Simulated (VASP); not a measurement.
# Sn3TeO2 (P-6m2) in VASP: further runs, part 3 of 3

VASP 6.6.1. Earlier steps stand in the parts before.

### Step 6. Relaxation of cell and atoms, PBE

This run uses another cell than the first one, of 22.48 Å³/atom.

Contents of INCAR:

```
  ALGO = Fast
  EDIFF = 1E-6
  EDIFFG = -0.04
  ENCUT = 600
  GGA = PE
  IBRION = 2
  ISIF = 3
  ISMEAR = 0
  LASPH = T
  LCHARG = F
  LREAL = F
  LWAVE = F
  NELM = 100
  NSW = 90
  PREC = Accurate
  SIGMA = 0.1
```

Contents of KPOINTS:

```
k-points
0
Gamma
  6 6 2
```

Contents of POSCAR:

```
Sn3TeO2
1.0
    4.2681004600      0.0000000000      0.0000000000
   -2.1340502300      3.6962834300      0.0000000000
    0.0000000000      0.0000000000      8.5483777100
Sn Te O
3 1 2
Direct
    0.0000000000      0.0000000000      0.5000000000
    0.3333333300      0.6666666700      0.0000000000
    0.3333333300      0.6666666700      0.5000000000
    0.0000000000      0.0000000000      0.0000000000
    0.6666666700      0.3333333300      0.2376510100
    0.6666666700      0.3333333300      0.7623489900
```

Potentials or basis: VASP PAW PBE potentials, release 64 (Sn_d, Te, O).

Command:

```bash
cat potpaw_PBE.64/Sn_d/POTCAR potpaw_PBE.64/Te/POTCAR potpaw_PBE.64/O/POTCAR > POTCAR
mpirun -np 1 vasp_std > vasp.out
```

OUTCAR:

```text
EDIFF = 1E-6
   EDIFFG = -0.04
   ENCUT = 600
   GGA = PE
   IBRION = 2
   ISIF = 3
   ISMEAR = 0
   LASPH = T
   LREAL = F
   NELM = 100
   NSW = 90
   PREC = Accurate

 ion  position               nearest neighbor table
   1  0.000  0.000  0.500-   3 2.46   3 2.46   3 2.46
   2  0.333  0.667  0.000-   4 2.46   4 2.46   4 2.46
   3  0.333  0.667  0.500-   1 2.46   1 2.46   1 2.46
   4  0.000  0.000  0.000-   2 2.46   2 2.46   2 2.46
   5  0.667  0.333  0.238-
   6  0.667  0.333  0.762-

  LATTYP: Found a hexagonal cell.
 ALAT       =     4.2681004600
 C/A-ratio  =     2.0028529764

  Lattice vectors:

 A1 = (   4.2681004600,   0.0000000000,   0.0000000000)
 A2 = (  -2.1340502300,   3.6962834300,   0.0000000000)
 A3 = (   0.0000000000,   0.0000000000,   8.5483777100)

Analysis of symmetry for initial positions (statically):
=====================================================================
 Subroutine PRICEL returns:
 Original cell was already a primitive cell.

 Routine SETGRP: Setting up the symmetry group for a
 hexagonal supercell.

 Subroutine GETGRP returns: Found 12 space group operations
 (whereof 12 operations were pure point group operations)
 out of a pool of 24 trial point group operations.

The static configuration has the point symmetry D_3h.

Analysis of symmetry for dynamics (positions and initial velocities):
=====================================================================
 Subroutine PRICEL returns:
 Original cell was already a primitive cell.

 Routine SETGRP: Setting up the symmetry group for a
 hexagonal supercell.

 Subroutine GETGRP returns: Found 12 space group operations
 (whereof 12 operations were pure point group operations)
 out of a pool of 24 trial point group operations.

The dynamic configuration has the point symmetry D_3h.

 Subroutine INISYM returns: Found 12 space group operations
 (whereof 12 operations are pure point group operations),
 and found     1 'primitive' translations
[... 104 lines left out ...]
   NUPDOWN=      -1.0000    fix difference up-down
   EMIN   =  10.00;   EMAX   =-10.00  energy-range for DOS
   EFERMI =   0.00;   METHOD = LEGACY
   ISMEAR =     0;   SIGMA  =   0.10  broadening in eV -4-tet -1-fermi 0-gaus
   EFERMI_NEDOS =   21; number of points for ismear=-14 and -15
   IALGO  =     68    algorithm
   IMIX   =      4    mixing-type and parameters
     AMIX     =   0.40;   BMIX     =  1.00
     AMIX_MAG =   1.60;   BMIX_MAG =  1.00
  volume/ion in A,a.u.               =      22.48       151.68
  Fermi-wavevector in a.u.,A,eV,Ry     =   1.249772  2.361726 21.251341  1.561930
  Thomas-Fermi vector in A             =   2.383797
   LORBIT       =      0    0 simple, 1 ext, 2 COOP (PROOUT), +10 PAW based schemes
   GGA     = PE    functional components
   LHFCALC =     F    Hartree Fock is set to
   AEXX    =    0.0000 exact exchange contribution
   IVDW    =     0    specifies the selected vdW correction
   LEPSILON=     F    determine dielectric tensor
   LRPA    =     F    only Hartree local field effects (RPA)
 conjugate gradient relaxation of ions
 non-spin polarized calculation
 RMM-DIIS sequential band-by-band and
 Gauss-broadening in eV      SIGMA  =   0.10
  energy-cutoff  :      600.00
  volume of cell :      134.86
 maximum number of plane-waves:      4534
 NGX is ok and might be reduce to    36
   NGX = 17   NGY = 17   NGZ = 35

--------------------------------------- Ionic step        1  -------------------------------------------

 number of electron      59.9999998 magnetization

 Free energy of the ion-electron system (eV)
  ---------------------------------------------------
  ext. energy  EPLUGINS =         0.00000000
  ---------------------------------------------------
  free energy    TOTEN  =       -17.97245926 eV

  energy without entropy =      -17.96176604  energy(sigma->0) =      -17.96711265

------------------------ aborting loop because EDIFF is reached ----------------------------------------

  FORCE on cell =-STRESS in cart. coord.  units (eV):
  Direction    XX          YY          ZZ          XY          YZ          ZX
  --------------------------------------------------------------------------------------
  -------------------------------------------------------------------------------------
  Total       25.9075611     25.9075611     -9.2346976     -0.0000000     -0.0000000      0.0000000
  in kB      307.7892953    307.7892962   -109.7108706     -0.0000000     -0.0000000      0.0000000
  external PRESSURE =     168.6225736 kB  Pullay stress =       0.0000000 kB
[... 1210 lines left out ...]
     35       7.9897      0.00000
     36       9.0633      0.00000

[... ionic steps 4 to 16 ...]

--------------------------------------- Ionic step       17  -------------------------------------------

 number of electron      59.9999992 magnetization

------------------------ aborting loop because EDIFF is reached ----------------------------------------
[... 75 lines left out ...]
--------------------------------------- Ionic step       19  -------------------------------------------

 number of electron      59.9999991 magnetization

 Free energy of the ion-electron system (eV)
  ---------------------------------------------------
  ext. energy  EPLUGINS =         0.00000000
  ---------------------------------------------------
  free energy    TOTEN  =       -22.13579769 eV

  energy without entropy =      -22.10748838  energy(sigma->0) =      -22.12164303

 E-fermi :   6.1665     XC(G=0): -10.1885

 val. band max:        6.1589204303   @ k =   0.3333   0.0000   0.0000
 cond. band min:       6.2289118852   @ k =   0.3333   0.0000   0.5000
 fundamental gap:      0.0699914549
 Fermi energy:         6.1665087649
[... 577 lines left out ...]
  FREE ENERGIE OF THE ION-ELECTRON SYSTEM (eV)
  ---------------------------------------------------
  free  energy   TOTEN  =       -22.1357976942 eV

  energy  without entropy=      -22.1074883750  energy(sigma->0) =      -22.12164303

 reached required accuracy - stopping structural energy minimisation
```

OSZICAR:

```text
N       E                     dE             d eps       ncg     rms          rms(c)
DAV:   1     0.725453250196E+03    0.72545E+03   -0.31615E+04  1036   0.254E+03
[... 237 lines left out ...]
RMM:   3    -0.221391808700E+02    0.28465E-01   -0.24745E-02  1120   0.896E-01    0.337E-01
RMM:   4    -0.221358724480E+02    0.33084E-02   -0.83825E-03  1154   0.800E-01    0.115E-01
RMM:   5    -0.221357892141E+02    0.83234E-04   -0.15774E-03  1246   0.241E-01    0.485E-02
RMM:   6    -0.221357893226E+02   -0.10851E-06   -0.31197E-04  1264   0.153E-01    0.210E-02
RMM:   7    -0.221357958580E+02   -0.65354E-05   -0.10568E-04  1412   0.697E-02    0.110E-02
RMM:   8    -0.221357972281E+02   -0.13700E-05   -0.14884E-05  1141   0.334E-02    0.337E-03
RMM:   9    -0.221357976942E+02   -0.46614E-06   -0.61064E-06   845   0.188E-02
  19 F= -.22135798E+02 E0= -.22121643E+02  d E =-.928609E-03
```

CONTCAR:

```text
Sn3TeO2
   1.00000000000000
     4.8497004675685345   -0.0000000000000000    0.0000000000000000
    -2.4248502337842672    4.1999638136551480   -0.0000000000000000
     0.0000000000000000    0.0000000000000000    6.3840831709188448
  Sn              Te              O
     3     1     2
Direct
     1.0000000000000000    0.0000000000000000    0.5000000000000000
     0.3333333300000021    0.6666666699999979    0.0000000000000000
     0.3333333300000021    0.6666666699999979    0.5000000000000000
     1.0000000000000000    0.0000000000000000    0.0000000000000000
     0.6666666699999979    0.3333333300000021    0.2791055942188109
     0.6666666699999979    0.3333333300000021    0.7208944057811891

  0.00000000E+00  0.00000000E+00  0.00000000E+00
  0.00000000E+00  0.00000000E+00  0.00000000E+00
  0.00000000E+00  0.00000000E+00  0.00000000E+00
  0.00000000E+00  0.00000000E+00  0.00000000E+00
  0.00000000E+00  0.00000000E+00  0.00000000E+00
  0.00000000E+00  0.00000000E+00  0.00000000E+00
```

Run time: 43 min. Hardware: 1 thread of Oxide Virtual Turin-like, shared host; peak memory 0.33 GiB.

What came out:

```yaml
Free_energy: -22.1358 eV
Relaxed_volume: 21.67 Å³/atom
Relaxed_cell: a = 4.850 Å, b = 4.850 Å, c = 6.384 Å, α = 90.00°, β = 90.00°, γ = 120.00°
Space_group_after_relaxing_to_0.1_Å: P-6m2 (No. 187)
Energy_gained_by_relaxing: 693.9 meV/atom
Ionic_steps: 19
Pressure_after_relaxing: 0.0 GPa
Largest_force_after_relaxing: 0.005 eV/Å
Band_gap_on_the_k_mesh: zero (bands 30 and 31 overlap by 1.36 eV)
```

Forces in eV/Å, atoms in the order of the input:
```
Sn   0.000  0.000  0.000
Sn   0.000  0.000  0.000
Sn   0.000  0.000  0.000
Te   0.000  0.000  0.000
O    0.000  0.000 -0.005
O    0.000  0.000  0.005
```

The path:
```csv
step,energy change (eV),largest force (eV/Å),pressure (GPa),volume (Å³)
1,0.0000,0.2433,16.86,134.86
2,-2.4020,0.1834,-7.58,182.28
3,-2.9354,0.0438,-3.57,163.75
4,-3.4405,0.0414,-3.27,152.89
5,-3.9713,0.2101,4.14,120.63
6,-4.0547,0.1136,-0.82,133.60
7,-4.0945,0.1807,0.25,129.57
8,-4.0976,0.2017,0.66,128.25
9,-4.0971,0.2116,0.89,127.55
10,-4.1069,0.2122,-0.26,129.30
11,-4.1073,0.2138,-0.09,129.03
12,-4.1142,0.1986,-0.08,129.08
13,-4.1320,0.1603,-0.09,129.24
14,-4.1545,0.0773,0.04,129.55
15,-4.1380,0.0938,0.86,130.18
16,-4.1586,0.0050,0.25,129.77
17,-4.1624,0.0016,-0.26,130.80
18,-4.1624,0.0019,-0.24,130.78
19,-4.1633,0.0048,0.05,130.03
```

Final structure:
```xyz
6
Lattice="4.8497 0.0000 0.0000 -2.4249 4.2000 0.0000 0.0000 0.0000 6.3841" Properties=species:S:1:pos:R:3 pbc="T T T"
Sn    4.8497    0.0000    3.1920
Sn    0.0000    2.8000    0.0000
Sn    0.0000    2.8000    3.1920
Te    4.8497    0.0000    0.0000
O     2.4248    1.4000    1.7818
O     2.4248    1.4000    4.6022
```

Levels at points of the mesh, in eV from the Fermi level:
| k point | band 27 | band 28 | band 29 | band 30 | band 31 | band 32 | band 33 | band 34 |
| --- | --- | --- | --- | --- | --- | --- | --- | --- |
| (0.00, 0.00, 0.00) | -1.17 | -1.17 | -0.98 | -0.38 | -0.38 | -0.23 | 0.24 | 3.06 |
| (0.50, 0.00, 0.00) | -1.28 | -0.65 | -0.29 | -0.10 | 0.19 | 0.49 | 3.13 | 4.69 |
| (0.00, 0.00, 0.50) | -1.47 | -1.47 | -1.06 | -0.83 | -0.83 | -0.18 | 0.31 | 3.12 |
| (0.50, 0.00, 0.50) | -1.21 | -0.64 | -0.22 | 0.52 | 0.67 | 1.56 | 1.70 | 2.33 |

Caveat: the k points lie up to 0.49 Å⁻¹ apart in the final cell, too coarse for converged energies and pressures of a metal; a cell axis changed by over 15 % at a fixed basis, so the end point is rough; spin-orbit coupling is left out, which moves the levels of the heavy elements.

### Step 7. Single point, PBE

This run uses another cell than the first one, of 24.80 Å³/atom.

Contents of INCAR:

```
PREC = Accurate ; ENCUT = 520
EDIFF = 1E-7 ; ISMEAR = 0
SIGMA = 0.1 ; LREAL = False
LASPH = True ; NELM = 60
ALGO = Fast ; ISIF = 2
LWAVE = False ; LCHARG = False
GGA = PE ; NBANDS = 39
```

Contents of KPOINTS:

```
regular mesh
0
Gamma
  12 12 6
```

Contents of POSCAR:

```
Sn3TeO2
1.0
    5.2088309482      0.0000000000      0.0000000000
   -2.6044154741      4.5109799252      0.0000000000
    0.0000000000      0.0000000000      6.3319638085
Sn Te O
3 1 2
Direct
    0.0000000000      0.0000000000      0.5000000000
    0.3333333333      0.6666666667      0.0000000000
    0.3333333333      0.6666666667      0.5000000000
    0.0000000000      0.0000000000      0.0000000000
    0.6666666667      0.3333333333      0.3934744634
    0.6666666667      0.3333333333      0.6065255366
```

Potentials or basis: VASP PAW PBE potentials, release 64 (Sn_d, Te, O).

Command:

```bash
cat potpaw_PBE.64/Sn_d/POTCAR potpaw_PBE.64/Te/POTCAR potpaw_PBE.64/O/POTCAR > POTCAR
mpirun -np 1 vasp_std > vasp.out
```

OUTCAR:

```text
PREC = Accurate
   ENCUT = 520
   EDIFF = 1E-7
   ISMEAR = 0
   LREAL = False
   LASPH = True
   NELM = 60
   ISIF = 2
   GGA = PE

 ion  position               nearest neighbor table
   1  0.000  0.000  0.500-   3 3.01   3 3.01   3 3.01   4 3.17   4 3.17
   2  0.333  0.667  0.000-   4 3.01   4 3.01   4 3.01   3 3.17   3 3.17
   3  0.333  0.667  0.500-   1 3.01   1 3.01   1 3.01   2 3.17   2 3.17
   4  0.000  0.000  0.000-   2 3.01   2 3.01   2 3.01   1 3.17   1 3.17
   5  0.667  0.333  0.393-   6 1.35
   6  0.667  0.333  0.607-   5 1.35

  LATTYP: Found a hexagonal cell.
 ALAT       =     5.2088309482
 C/A-ratio  =     1.2156209083

  Lattice vectors:

 A1 = (   5.2088309482,   0.0000000000,   0.0000000000)
 A2 = (  -2.6044154741,   4.5109799252,   0.0000000000)
 A3 = (   0.0000000000,   0.0000000000,   6.3319638085)

Analysis of symmetry for initial positions (statically):
=====================================================================
 Subroutine PRICEL returns:
 Original cell was already a primitive cell.

[... 182 lines left out ...]
 cond. band min:       5.1352227735   @ k =   0.3333   0.2500   0.0000
 fundamental gap:      0.0101445086
 Fermi energy:         5.1256614910

 k-point     1 :       0.0000    0.0000    0.0000
  band No.  band energies     occupation
      1     -17.9602      2.00000
      2     -16.3492      2.00000
      3     -16.3293      2.00000
      4     -16.3293      2.00000
      5     -16.2993      2.00000
      6     -16.2993      2.00000
[... 997 lines left out ...]
     38      11.0283      0.00000
     39      11.0886      0.00000

 [... further k-points ...]

------------------------ aborting loop because EDIFF is reached ----------------------------------------

  FORCE on cell =-STRESS in cart. coord.  units (eV):
  Direction    XX          YY          ZZ          XY          YZ          ZX
  --------------------------------------------------------------------------------------
  -------------------------------------------------------------------------------------
  Total       -0.0723507     -0.0723507      0.4844194      0.0000000      0.0000000     -0.0000000
  in kB       -0.7791189     -0.7791189      5.2165404      0.0000000      0.0000000     -0.0000000
  external PRESSURE =       1.2194342 kB  Pullay stress =       0.0000000 kB

 VOLUME and BASIS-vectors are now :
 -----------------------------------------------------------------------------
  energy-cutoff  :      520.00
  volume of cell :      148.78
      direct lattice vectors                 reciprocal lattice vectors
     5.208830948  0.000000000  0.000000000     0.191981658  0.110840662  0.000000000
    -2.604415474  4.510979925  0.000000000     0.000000000  0.221681323  0.000000000
     0.000000000  0.000000000  6.331963809     0.000000000  0.000000000  0.157928888

 POSITION                                       TOTAL-FORCE (eV/Angst)
 -----------------------------------------------------------------------------------
      0.00000      0.00000      3.16598        -0.000000      0.000000     -0.000000
     -0.00000      3.00732      0.00000        -0.000000      0.000000     -0.000000
     -0.00000      3.00732      3.16598         0.000000     -0.000000     -0.000000
      0.00000      0.00000      0.00000         0.000000     -0.000000     -0.000000
      2.60442      1.50366      2.49147        -0.000000     -0.000000     -0.420199
      2.60442      1.50366      3.84050         0.000000     -0.000000      0.420199
 -----------------------------------------------------------------------------------
    total drift:                                0.000000     -0.000000     -0.000000

  FREE ENERGIE OF THE ION-ELECTRON SYSTEM (eV)
  ---------------------------------------------------
  free  energy   TOTEN  =       -24.3280469231 eV

  energy  without entropy=      -24.2996423145  energy(sigma->0) =      -24.31384462
```

OSZICAR:

```text
N       E                     dE             d eps       ncg     rms          rms(c)
DAV:   1     0.670808521015E+03    0.67081E+03   -0.28448E+04  6290   0.204E+03
DAV:   2     0.889809674682E+02   -0.58183E+03   -0.56147E+03  6034   0.592E+02
DAV:   3    -0.196584560295E+02   -0.10864E+03   -0.10456E+03  7186   0.200E+02
DAV:   4    -0.268292586451E+02   -0.71708E+01   -0.70967E+01  6990   0.543E+01
DAV:   5    -0.270642541134E+02   -0.23500E+00   -0.23463E+00  7218   0.103E+01    0.118E+01
RMM:   6    -0.264055457072E+02    0.65871E+00   -0.75220E+00  7048   0.960E+00    0.131E+01
RMM:   7    -0.245171807672E+02    0.18884E+01   -0.24592E+00  6659   0.584E+00    0.432E+00
RMM:   8    -0.244289221533E+02    0.88259E-01   -0.36477E-01  7586   0.338E+00    0.284E+00
RMM:   9    -0.243271806983E+02    0.10174E+00   -0.17157E-01  8309   0.206E+00    0.365E-01
RMM:  10    -0.243286024552E+02   -0.14218E-02   -0.19697E-02  8694   0.847E-01    0.310E-01
RMM:  11    -0.243277340594E+02    0.86840E-03   -0.56886E-03  8835   0.368E-01    0.708E-02
RMM:  12    -0.243280021778E+02   -0.26812E-03   -0.13981E-03  9661   0.174E-01    0.493E-02
RMM:  13    -0.243280375652E+02   -0.35387E-04   -0.27617E-04  9678   0.706E-02    0.159E-02
RMM:  14    -0.243280454513E+02   -0.78861E-05   -0.49671E-05  9659   0.298E-02    0.508E-03
RMM:  15    -0.243280475038E+02   -0.20525E-05   -0.12134E-05  8041   0.141E-02    0.667E-03
RMM:  16    -0.243280470839E+02    0.41992E-06   -0.29904E-06  7258   0.740E-03    0.257E-03
RMM:  17    -0.243280469279E+02    0.15598E-06   -0.71324E-07  7069   0.427E-03    0.456E-04
RMM:  18    -0.243280469231E+02    0.48012E-08   -0.15066E-07  4660   0.223E-03
   1 F= -.24328047E+02 E0= -.24313845E+02  d E =-.284046E-01
```

Run time: 13 min. Hardware: 1 thread of Oxide Virtual Turin-like, shared host; peak memory 0.49 GiB.

What came out:

* Free energy: -24.3280 eV
* Pressure: 0.1 GPa
* Largest force: 0.420 eV/Å
* Band gap on the k mesh: zero (bands 30 and 31 overlap by 0.57 eV)

Forces in eV/Å, atoms in the order of the input:
```
Sn   0.000  0.000  0.000
Sn   0.000  0.000  0.000
Sn   0.000  0.000  0.000
Te   0.000  0.000  0.000
O    0.000  0.000 -0.420
O    0.000  0.000  0.420
```

Stress tensor (GPa, compression positive):
```
-0.08  0.00  0.00
 0.00 -0.08  0.00
 0.00  0.00  0.52
```

Caveat: semilocal functionals underestimate gaps, and a narrow one can read as zero; spin-orbit coupling is left out, which moves the levels of the heavy elements.

### Step 8. The runs side by side

```csv
task,cell,k mesh,cutoff (eV),gap on the mesh (eV),pressure (GPa),relaxed volume (Å³/atom),largest force (eV/Å)
single point,"a = 4.851, b = 4.851, c = 6.393 Å, angles 90.0, 90.0, 120.0°, 6 atoms, atomic positions A",6 × 6 × 2,520,none,-0.1,-,0.01
single point,"a = 4.268, b = 4.268, c = 8.548 Å, angles 90.0, 90.0, 120.0°, 6 atoms, atomic positions B",6 × 6 × 2,520,none,16.9,-,0.24
single point,"a = 5.185, b = 5.185, c = 6.382 Å, angles 90.0, 90.0, 120.0°, 6 atoms, atomic positions C",6 × 6 × 4,520,none,0.2,-,0.42
relaxation of cell and atoms,"relaxed from a = 4.851, b = 4.851, c = 6.393 Å, angles 90.0, 90.0, 120.0°, 6 atoms, atomic positions A",6 × 6 × 4,600,none,0.2,21.39,0.04
relaxation of cell and atoms,"relaxed from a = 4.268, b = 4.268, c = 8.548 Å, angles 90.0, 90.0, 120.0°, 6 atoms, atomic positions B",6 × 6 × 2,600,none,0.0,21.67,-
single point,"a = 5.209, b = 5.209, c = 6.332 Å, angles 90.0, 90.0, 120.0°, 6 atoms, atomic positions D",12 × 12 × 6,520,none,0.1,-,0.42
```

Alike in all rows: level PBE; potentials or basis VASP PAW PBE potentials, release 64 (Sn_d, Te, O); no spin polarisation; smearing gaussian 0.1 eV.

Caveats: some runs use coarse meshes; spin-orbit coupling is left out, which moves the levels of the heavy elements; semilocal functionals underestimate gaps, and a narrow one can read as zero (at least some runs); a cell axis changed by over 15 % at a fixed basis, so the end point is rough (at least some runs).

Absolute energies hang on the potentials; compare differences alone.

The gap in the log of VASP goes by the Fermi energy; the results here count the filled bands.